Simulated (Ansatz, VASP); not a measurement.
Al in VASP and in Ansatz

```
Al
1.0
     0.00000    1.89112    2.20694
     1.89112    0.00000    2.20694
     1.89112    1.89112    0.00000
Al
1
Direct
  0.00000 0.00000 0.00000
```

Alike in both runs: task single point; functional PBE; dispersion D3(BJ); k mesh 22 × 22 × 22; occupations gaussian, width 0.15 eV; no spin polarisation.

|  | VASP | Ansatz |
| --- | --- | --- |
| version | VASP 6.6.1 | Ansatz 0.2.0 |
| potentials or method | VASP PAW PBE potentials, release 64 (Al), cutoff 520 eV | scalar-relativistic, plane waves, PAW |
| valence electrons in the cell | 3 | 3 |

```tsv
	VASP	Ansatz	Ansatz less VASP
gap on the k mesh at the Fermi level (eV)	none	none	-
pressure (GPa)	2.2	2.2	0.00
traceless stress, the component that is largest in VASP (GPa)	-8.32	-8.34	-0.011
```

A gap of «none» marks a metal or a gap that the smearing closes.
